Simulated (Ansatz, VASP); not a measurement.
**One calculation of GaN, two programs**

File POSCAR:

```
GaN
1.0
    0.0000000000      2.1574201731      2.1574201731
    2.1574201731      0.0000000000      2.1574201731
    2.1574201731      2.1574201731      0.0000000000
Ga N
1 1
Direct
    0.0000000000      0.0000000000      0.0000000000
    0.2500000000      0.2500000000      0.2500000000
```

File INCAR.step1:

```
SYSTEM = GaN
PREC = Accurate ; ENCUT = 520
ISMEAR = 0 ; SIGMA = 0.01
LREAL = .FALSE. ; LASPH = .TRUE.
NELM = 80 ; NBANDS = 16
GGA = PE ; ALGO = Normal
EDIFF = 1E-4 ; LWAVE = .TRUE.
LCHARG = .FALSE.
```

INCAR.step2

```
SYSTEM = GaN
PREC = Accurate ; ENCUT = 520
EDIFF = 1E-6 ; ISMEAR = 0
SIGMA = 0.01 ; LREAL = .FALSE.
LASPH = .TRUE. ; NELM = 80
ALGO = Normal ; ISIF = 2
LWAVE = .FALSE. ; LCHARG = .FALSE.
METAGGA = R2SCAN ; LMIXTAU = .TRUE.
NBANDS = 16 ; ISTART = 1
```

The input KPOINTS:

```
regular mesh
0
G
  10 10 10
  0 0 0
```

Input for Ansatz:

```yaml
crystal:
  lattice:
    - [0.0, 2.1574201731, 2.1574201731]
    - [2.1574201731, 0.0, 2.1574201731]
    - [2.1574201731, 2.1574201731, 0.0]
  atoms:
    - { symbol: Ga, position: [0.0, 0.0, 0.0] }
    - { symbol: "N", position: [0.25, 0.25, 0.25] }
kpoints:
  mp_grid: { grid: [10, 10, 10] }
  band_path:
    path:
      - [0.0, 0.0, 0.0]
      - [-0.5, -0.5, 0.0]
      - [-0.375, -0.375, 0.25]
      - [-0.375, 0.0, 0.375]
      - [0.0, 0.0, 0.5]
      - [-0.5, -0.25, 0.25]
    npoints: 1
hamiltonian:
  xc: r2scan
scf:
  occupations: { method: fixed }
  n_extra_bands: 4
output:
  forces: true
  stress: true
  eigenvalues: true
```

Change from the starting cell: hydrostatic strain -4.1%.

Alike in both runs: task single point; functional r2SCAN; k mesh 10 × 10 × 10; no spin polarisation.

```csv
,VASP,Ansatz
version,VASP 6.6.1,Ansatz 0.2.0
potentials or method,"VASP PAW PBE potentials, release 64 (Ga_d, N)","plane waves, PAW"
plane-wave cutoff (eV),520,500
occupations,"gaussian, width 0.01 eV",fixed
valence electrons in the cell,18,18
```

Ansatz gave:

```
gap on the k mesh at the Fermi level (eV) : 3.00
pressure (GPa)                            : 32.0
```

**Question.** Estimate VASP's values.

**Answer.** gap on the k mesh at the Fermi level (eV): 2.99; pressure (GPa): 33.8.

VASP's potentials were made for PBE, not for r2SCAN. Both programs put the cell under a high pressure, so it lies far from rest at this level.
